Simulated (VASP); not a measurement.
# SnO2 in VASP: a series of runs

SnO2 is run at these levels: r2SCAN; tasks: single point.

All numbers are computed with VASP 6.6.1; they aren't measurements. Logs are shortened: lines on timing, memory, paths and dates and some standing lists are left out, and cuts for length are marked.

## (1) The cell of the first run

It takes space group P4_2/mnm (No. 136, tetragonal). The conventional cell has a = 5.046 Å, b = 5.046 Å, c = 3.097 Å, α = 90.00°, β = 90.00°, γ = 90.00°. Sn (site symmetry mmm) has 6 O at 2.06 to 2.20 Å within 2.7 Å. O (site symmetry m2m) has 3 Sn at 2.06 to 2.20 Å and 1 O at 2.73 Å within 2.8 Å.

## (2) Single point, r2SCAN (biaxial strain in the a-b plane: +6.0 %, then relaxed in part)

The input, POSCAR:

```
SnO2
1.0
    5.0455341317      0.0000000000      0.0000000000
    0.0000000000      5.0455341317      0.0000000000
    0.0000000000      0.0000000000      3.0973773358
Sn O
2 4
Direct
    0.5000000000      0.5000000000      0.5000000000
    0.0000000000      0.0000000000      0.0000000000
    0.3089833824      0.3089833824      0.0000000000
    0.8089833824      0.1910166176      0.5000000000
    0.1910166176      0.8089833824      0.5000000000
    0.6910166176      0.6910166176      0.0000000000
```

The input, INCAR.step1:

```
SYSTEM = SnO2
PREC = Accurate
ENCUT = 520
ISMEAR = 0
SIGMA = 0.02
LREAL = .FALSE.
LASPH = .TRUE.
NELM = 80
NBANDS = 35
GGA = PE
ALGO = Normal
EDIFF = 1E-4
LWAVE = .TRUE.
LCHARG = .FALSE.
```

The input, INCAR.step2:

```
SYSTEM = SnO2
PREC = Accurate
ENCUT = 520
EDIFF = 1E-6
ISMEAR = 0
SIGMA = 0.02
LREAL = .FALSE.
LASPH = .TRUE.
NELM = 80
ALGO = Normal
ISIF = 2
LWAVE = .FALSE.
LCHARG = .FALSE.
METAGGA = R2SCAN
LMIXTAU = .TRUE.
NBANDS = 35
ISTART = 1
```

The input, KPOINTS:

```
Automatic mesh
0
G
  6 6 8
  0 0 0
```

Potentials or basis: VASP PAW PBE potentials, release 64 (Sn_d, O).

The run is started by

```
> cat potpaw_PBE.64/Sn_d/POTCAR potpaw_PBE.64/O/POTCAR > POTCAR
> cp INCAR.step1 INCAR
> mpirun -np 1 vasp_std > vasp.out
> cp INCAR.step2 INCAR
> mpirun -np 1 vasp_std > vasp.out
```

OUTCAR:

```text
SYSTEM = SnO2
   PREC = Accurate
   ENCUT = 520
   EDIFF = 1E-6
   ISMEAR = 0
   LREAL = .FALSE.
   LASPH = .TRUE.
   NELM = 80
   ISIF = 2
   METAGGA = R2SCAN
   ISTART = 1

 ion  position               nearest neighbor table
   1  0.500  0.500  0.500-   3 2.06   6 2.06   3 2.06   6 2.06   5 2.20   4 2.20
   2  0.000  0.000  0.000-   4 2.06   5 2.06   4 2.06   5 2.06   3 2.20   6 2.20
   3  0.309  0.309  0.000-   1 2.06   1 2.06   2 2.20
   4  0.809  0.191  0.500-   2 2.06   2 2.06   1 2.20
   5  0.191  0.809  0.500-   2 2.06   2 2.06   1 2.20
   6  0.691  0.691  0.000-   1 2.06   1 2.06   2 2.20

  LATTYP: Found a simple tetragonal cell.
 ALAT       =     5.0455341317
 C/A-ratio  =     0.6138849238

  Lattice vectors:

 A1 = (   5.0455341317,   0.0000000000,   0.0000000000)
 A2 = (   0.0000000000,   5.0455341317,   0.0000000000)
 A3 = (   0.0000000000,   0.0000000000,   3.0973773358)

Analysis of symmetry for initial positions (statically):
=====================================================================
 Subroutine PRICEL returns:
 Original cell was already a primitive cell.

 Routine SETGRP: Setting up the symmetry group for a
 simple tetragonal supercell.

 Subroutine GETGRP returns: Found 16 space group operations
 (whereof  8 operations were pure point group operations)
 out of a pool of 16 trial point group operations.

The static configuration has the point symmetry D_2h.
 The point group associated with its full space group is D_4h.

Analysis of symmetry for dynamics (positions and initial velocities):
=====================================================================
 Subroutine PRICEL returns:
 Original cell was already a primitive cell.

 Routine SETGRP: Setting up the symmetry group for a
 simple tetragonal supercell.

 Subroutine GETGRP returns: Found 16 space group operations
 (whereof  8 operations were pure point group operations)
 out of a pool of 16 trial point group operations.

The dynamic configuration has the point symmetry D_2h.
 The point group associated with its full space group is D_4h.

 Subroutine INISYM returns: Found 16 space group operations
 (whereof  8 operations are pure point group operations),
 and found     1 'primitive' translations

----------------------------------------------------------------------------------------

                                     Primitive cell

  volume of cell :      78.8512

  direct lattice vectors                    reciprocal lattice vectors
     5.045534132  0.000000000  0.000000000     0.198195072  0.000000000  0.000000000
     0.000000000  5.045534132  0.000000000     0.000000000  0.198195072  0.000000000
     0.000000000  0.000000000  3.097377336     0.000000000  0.000000000  0.322853786

  length of vectors
     5.045534132  5.045534132  3.097377336     0.198195072  0.198195072  0.322853786

  position of ions in fractional coordinates (direct lattice)
     0.500000000  0.500000000  0.500000000
     0.000000000  0.000000000  0.000000000
     0.308983382  0.308983382  0.000000000
     0.808983382  0.191016618  0.500000000
     0.191016618  0.808983382  0.500000000
     0.691016618  0.691016618  0.000000000

  ion indices of the primitive-cell ions
   primitive index   ion index
                 1           1
                 2           2
                 3           3
                 4           4
                 5           5
                 6           6

----------------------------------------------------------------------------------------

 KPOINTS: Automatic mesh

Automatic generation of k-mesh.
 Grid dimensions read from file:
 generate k-points for:    6    6    8

 Generating k-lattice:

  Cartesian coordinates                     Fractional coordinates (reciprocal lattice)
     0.033032512  0.000000000  0.000000000     0.166666667  0.000000000  0.000000000
     0.000000000  0.033032512  0.000000000     0.000000000  0.166666667  0.000000000
     0.000000000  0.000000000  0.040356723     0.000000000  0.000000000  0.125000000

  Length of vectors
     0.033032512  0.033032512  0.040356723

  Shift w.r.t. Gamma in fractional coordinates (k-lattice)
     0.000000000  0.000000000  0.000000000

 Subroutine IBZKPT returns following result:
 ===========================================

 Found     50 irreducible k-points:

 Following reciprocal coordinates:
            Coordinates               Weight
  0.000000  0.000000  0.000000      1.000000
  0.166667  0.000000  0.000000      4.000000
  0.333333  0.000000  0.000000      4.000000
  0.500000  0.000000  0.000000      2.000000
  0.166667  0.166667  0.000000      4.000000
  0.333333  0.166667  0.000000      8.000000
[... 16 lines left out ...]
  0.333333  0.000000  0.250000      8.000000
  0.500000  0.000000  0.250000      4.000000
 [... further k-points ...]
   k-points           NKPTS =     50   k-points in BZ     NKDIM =     50   number of bands    NBANDS=     35
   number of dos      NEDOS =    301   number of ions     NIONS =      6
   total plane-waves  NPLWV =  38400
   dimension x,y,z NGX =    40 NGY =   40 NGZ =   24
   dimension x,y,z NGXF=    80 NGYF=   80 NGZF=   48
   ions per type =               2   4
   NGX,Y,Z   is equivalent  to a cutoff of  13.18, 13.18, 12.88 a.u.
   NGXF,Y,Z  is equivalent  to a cutoff of  26.36, 26.36, 25.76 a.u.
 SYSTEM =  SnO2
   PREC   = accura    normal or accurate (medium, high low for compatibility)
   ISTART =      1    job   : 0-new  1-cont  2-samecut
   ICHARG =      0    charge: 1-file 2-atom 10-const
   ISPIN  =      1    spin polarized calculation?
   LNONCOLLINEAR =      F non collinear calculations
   LSORBIT =      F    spin-orbit coupling
   LASPH  =      T    aspherical Exc in radial PAW
   ENCUT  =  520.0 eV  38.22 Ry    6.18 a.u.   9.38  9.38  5.76*2*pi/ulx,y,z
   NELM   =     80;   NELMIN=  2; NELMDL=  0     # of ELM steps
   EDIFF  = 0.1E-05   stopping-criterion for ELM
   LREAL  =      F    real-space projection
   EDIFFG = 0.1E-04   stopping-criterion for IOM
   NSW    =      0    number of steps for IOM
   IBRION =     -1    ionic relax: 0-MD 1-quasi-New 2-CG
   NFREE  =      0    steps in history (QN), initial steepest desc. (CG)
   ISIF   =      2    stress and relaxation
   ISYM   =      2    0-nonsym 1-usesym 2-fastsym
   POTIM  = 0.5000    time-step for ionic-motion
   TEBEG  =    0.0;   TEEND  =   0.0 temperature during run
   PSTRESS=    0.0 pullay stress
   NELECT =      52.0000    total number of electrons
   NUPDOWN=      -1.0000    fix difference up-down
   EMIN   =  10.00;   EMAX   =-10.00  energy-range for DOS
   EFERMI =   0.00;   METHOD = LEGACY
   ISMEAR =     0;   SIGMA  =   0.02  broadening in eV -4-tet -1-fermi 0-gaus
   EFERMI_NEDOS =   21; number of points for ismear=-14 and -15
   IALGO  =     38    algorithm
   IMIX   =      4    mixing-type and parameters
     AMIX     =   0.40;   BMIX     =  1.00
     AMIX_MAG =   1.60;   BMIX_MAG =  1.00
  volume/ion in A,a.u.               =      13.14        88.69
  Fermi-wavevector in a.u.,A,eV,Ry     =   1.424972  2.692808 27.627263  2.030547
  Thomas-Fermi vector in A             =   2.545406
   LORBIT       =      0    0 simple, 1 ext, 2 COOP (PROOUT), +10 PAW based schemes
   METAGGA = R2SCAN    functional components
   LHFCALC =     F    Hartree Fock is set to
   AEXX    =    0.0000 exact exchange contribution
   IVDW    =     0    specifies the selected vdW correction
   LEPSILON=     F    determine dielectric tensor
   LRPA    =     F    only Hartree local field effects (RPA)
 non-spin polarized calculation
 Gauss-broadening in eV      SIGMA  =   0.02
  energy-cutoff  :      520.00
  volume of cell :       78.85
 maximum number of plane-waves:      2156
 NGX is ok and might be reduce to    40
   NGX = 19   NGY = 19   NGZ = 11

 number of electron      52.0000024 magnetization

 Free energy of the ion-electron system (eV)
  ---------------------------------------------------
  ext. energy  EPLUGINS =         0.00000000
  ---------------------------------------------------
  free energy    TOTEN  =       -84.20536236 eV

  energy without entropy =      -84.20536236  energy(sigma->0) =      -84.20536236

 E-fermi :   4.6420     XC(G=0): -11.4505

 val. band max:        4.5306503166   @ k =   0.0000   0.0000   0.0000
 cond. band min:       5.8592855444   @ k =   0.0000   0.0000   0.0000
 fundamental gap:      1.3286352278
 Fermi energy:         4.6419900418

 k-point     1 :       0.0000    0.0000    0.0000
  band No.  band energies     occupation
      1     -17.1250      2.00000
      2     -16.5725      2.00000
      3     -16.1243      2.00000
      4     -16.1243      2.00000
      5     -16.1111      2.00000
      6     -16.0119      2.00000
[... 27 lines left out ...]
     34      16.5865      0.00000
     35      17.0889      0.00000

 k-point     2 :       0.1667    0.0000    0.0000
  band No.  band energies     occupation
      1     -17.0929      2.00000
      2     -16.6113      2.00000
      3     -16.1235      2.00000
      4     -16.1235      2.00000
      5     -16.1089      2.00000
      6     -16.0135      2.00000
[... 27 lines left out ...]
     34      16.7982      0.00000
     35      17.1105      0.00000

 k-point     3 :       0.3333    0.0000    0.0000
  band No.  band energies     occupation
      1     -17.0013      2.00000
      2     -16.7203      2.00000
      3     -16.1219      2.00000
      4     -16.1219      2.00000
      5     -16.1016      2.00000
      6     -16.0557      2.00000
[... 27 lines left out ...]
     34      17.1474      0.00000
     35      17.3939      0.00000
[... 723 lines left out ...]
 k-point    23 :       0.3333    0.0000    0.2500
  band No.  band energies     occupation
      1     -16.8472      2.00000
      2     -16.7749      2.00000
      3     -16.5222      2.00000
      4     -16.3116      2.00000
      5     -16.0226      2.00000
      6     -16.0207      2.00000
[... 27 lines left out ...]
     34      16.8827      0.00000
     35      17.3032      0.00000

 k-point    24 :       0.5000    0.0000    0.2500
  band No.  band energies     occupation
      1     -16.8266      2.00000
      2     -16.8266      2.00000
      3     -16.4066      2.00000
      4     -16.4066      2.00000
      5     -16.0235      2.00000
      6     -16.0235      2.00000
[... 27 lines left out ...]
     34      16.9829      0.00000
     35      17.5335      0.00000

 [... further k-points ...]
[... 5 lines left out ...]
  --------------------------------------------------------------------------------------
  -------------------------------------------------------------------------------------
  Total       -6.8342116     -6.8342116      0.7219880      0.0000000      0.0000000      0.0000000
  in kB     -138.8642948   -138.8642948     14.6700694      0.0000000      0.0000000      0.0000000
  external PRESSURE =     -87.6861734 kB  Pullay stress =       0.0000000 kB

 VOLUME and BASIS-vectors are now :
 -----------------------------------------------------------------------------
  energy-cutoff  :      520.00
  volume of cell :       78.85
      direct lattice vectors                 reciprocal lattice vectors
     5.045534132  0.000000000  0.000000000     0.198195072  0.000000000  0.000000000
     0.000000000  5.045534132  0.000000000     0.000000000  0.198195072  0.000000000
     0.000000000  0.000000000  3.097377336     0.000000000  0.000000000  0.322853786

 POSITION                                       TOTAL-FORCE (eV/Angst)
 -----------------------------------------------------------------------------------
      2.52277      2.52277      1.54869        -0.000000      0.000000      0.000000
      0.00000      0.00000      0.00000        -0.000000      0.000000      0.000000
      1.55899      1.55899      0.00000        -0.050629     -0.050629      0.000000
      4.08175      0.96378      1.54869        -0.050629      0.050629      0.000000
      0.96378      4.08175      1.54869         0.050629     -0.050629      0.000000
      3.48655      3.48655      0.00000         0.050629      0.050629      0.000000
 -----------------------------------------------------------------------------------
    total drift:                               -0.000000      0.000000     -0.000000

  FREE ENERGIE OF THE ION-ELECTRON SYSTEM (eV)
  ---------------------------------------------------
  free  energy   TOTEN  =       -84.2053623563 eV

  energy  without entropy=      -84.2053623563  energy(sigma->0) =      -84.20536236
```

It took 4.4 min on 1 thread of Intel Xeon 6975P-C (Granite Rapids), shared host; peak memory 0.26 GiB.

Results:

| Item | Value |
| --- | --- |
| Free energy | -84.2054 eV |
| Pressure | -8.8 GPa |
| Largest force | 0.072 eV/Å |
| Band gap on the k mesh | 1.33 eV |

Forces in eV/Å, atoms in the order of the input:
```
Sn   0.000  0.000  0.000
Sn   0.000  0.000  0.000
O   -0.051 -0.051  0.000
O   -0.051  0.051  0.000
O    0.051 -0.051  0.000
O    0.051  0.051  0.000
```

Stress tensor (GPa, compression positive):
```
-13.89   0.00   0.00
  0.00 -13.89   0.00
  0.00   0.00   1.47
```

Caveat: the cell differs from its parent crystal (biaxial strain in the a-b plane: +6.0 %, then relaxed in part); the cell stands under tension; the PAW data sets were made with another functional, which shifts forces and pressure a little; spin-orbit coupling is left out, which moves the levels of the heavy elements.

(Continued in part 2 of 2.)
